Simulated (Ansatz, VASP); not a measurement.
# LiF in VASP and in Ansatz

File INCAR:

```
SYSTEM = LiF
PREC = Accurate
ENCUT = 520
EDIFF = 1E-6
ISMEAR = 0
SIGMA = 0.05
LREAL = .FALSE.
LASPH = .TRUE.
NELM = 80
ALGO = Normal
ISIF = 2
LWAVE = .FALSE.
LCHARG = .TRUE.
GGA = PE
LELF = .TRUE.
LVHAR = .TRUE.
NBANDS = 18
```

KPOINTS

```
Automatic mesh
0
G
  9 9 6
  0 0 0
```

Contents of POSCAR:

```
LiF
1.0
    3.0932795901      0.0000000000      0.0000000000
   -1.5466397950      2.6788587060      0.0000000000
    0.0000000000      0.0000000000      5.0058543606
Li F
2 2
Direct
    0.3333333333      0.6666666667      0.4014716674
    0.6666666667      0.3333333333      0.9014716674
    0.3333333333      0.6666666667      0.9939266766
    0.6666666667      0.3333333333      0.4939266766
```

Input for Ansatz:

```yaml
crystal:
  lattice:
    - [3.0932795901, 0.0, 0.0]
    - [-1.546639795, 2.678858706, 0.0]
    - [0.0, 0.0, 5.0058543606]
  atoms:
    - { symbol: Li, position: [0.3333333333, 0.6666666667, 0.4014716674] }
    - { symbol: Li, position: [0.6666666667, 0.3333333333, 0.9014716674] }
    - { symbol: F, position: [0.3333333333, 0.6666666667, 0.9939266766] }
    - { symbol: F, position: [0.6666666667, 0.3333333333, 0.4939266766] }
basis:
  ecutwfc: 520.0
kpoints:
  mp_grid: { grid: [9, 9, 6] }
hamiltonian:
  xc: pbe
scf:
  occupations: { method: gaussian, width: 0.05 }
output:
  forces: true
  stress: true
  eigenvalues: true
```

Alike in both runs: task single point; functional PBE; k mesh 9 × 9 × 6; occupations gaussian, width 0.05 eV; no spin polarisation.

```csv
,VASP,Ansatz
version,VASP 6.6.1,Ansatz 0.2.0
potentials or method,"VASP PAW PBE potentials, release 64 (Li_sv, F), cutoff 520 eV","scalar-relativistic, plane waves, PAW"
valence electrons in the cell,20,20
```

|  | VASP | Ansatz | Ansatz less VASP |
| --- | --- | --- | --- |
| gap on the k mesh at the Fermi level (eV) | 7.52 | 7.53 | +0.012 |
| least direct gap on the mesh (eV) | 7.52 | 7.53 | +0.012 |
| rms of the force components (eV/Å) | 0.148 | 0.141 | -0.0067 |

Atom by atom the forces differ by 0.007 eV/Å (rms over components). The functional is the same, so the differences come from potentials, cutoffs and numerics.

Noted on VASP's run: the cutoff is under 1.25 times that of the potentials, so the pressure is a little rough.
